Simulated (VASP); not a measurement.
Here is a VASP 6.6.1 calculation.

Contents of INCAR:

```
ALGO = Normal
EDIFF = 1E-7
ENCUT = 520
GGA = PE
ISIF = 2
ISMEAR = -1
LASPH = T
LCHARG = T
LELF = T
LREAL = F
LVHAR = T
LWAVE = F
NBANDS = 12
NELM = 80
PREC = Accurate
SIGMA = 0.1
```

File KPOINTS:

```
k-points
0
Gamma
  16 16 16
```

POSCAR

```
La
1.0
    3.1880866126      0.0000000000      0.0000000000
    0.0000000000      3.1880866126      0.0000000000
    0.0000000000      0.0000000000      3.1880866126
La
1
Direct
    0.0000000000      0.0000000000      0.0000000000
```

Potentials or basis: VASP PAW PBE potentials, release 64 (La).

Launch:

```sh
$ cat potpaw_PBE.64/La/POTCAR > POTCAR
$ mpirun -np 1 vasp_std > vasp.out
```

Task: Estimate the pressure.

Result: 3.8 GPa.

Task: What does it give for the band gap on the k mesh?

Result: Zero (an odd number of electrons rules out a gap without spin polarisation).

Caveat: the cell stands under pressure; spin-orbit coupling is left out, which moves the levels of the heavy elements.
